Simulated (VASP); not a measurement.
Crystal: NaF.

```
Na F
1.0
     0.00000    3.17454    5.74238
     1.65019    0.00000    5.74238
     1.65019    3.17454    0.00000
Na F
2 2
Direct
  0.18351 0.18351 0.81649
  0.43350 0.43350 0.06649
  0.81649 0.81649 0.18351
  0.06649 0.06649 0.43350
```

Base run:

```yaml
Program: VASP 6.6.1
Functional: r2SCAN
Potentials_or_basis: VASP PAW PBE potentials, release 64 (Na_pv, F)
Cutoff: 520 eV
k_mesh: 8 × 8 × 8
Occupations: gaussian, width 0.02 eV
Spin: no spin polarisation
```

Its results: band gap on the k mesh 6.13 eV, direct; pressure -2.7 GPa.

Q: The run is repeated on the same cell with these changes: functional from r2SCAN to PBE. What comes out?

A: Band gap on the k mesh 5.37 eV, direct; pressure -0.1 GPa.

r2SCAN gives the wider gap, since meta-GGAs in the generalised Kohn-Sham scheme recover part of the derivative discontinuity.

Caveats: the PAW data sets were made with another functional, which shifts forces and pressure a little (some runs).

A k mesh can miss the band edges.
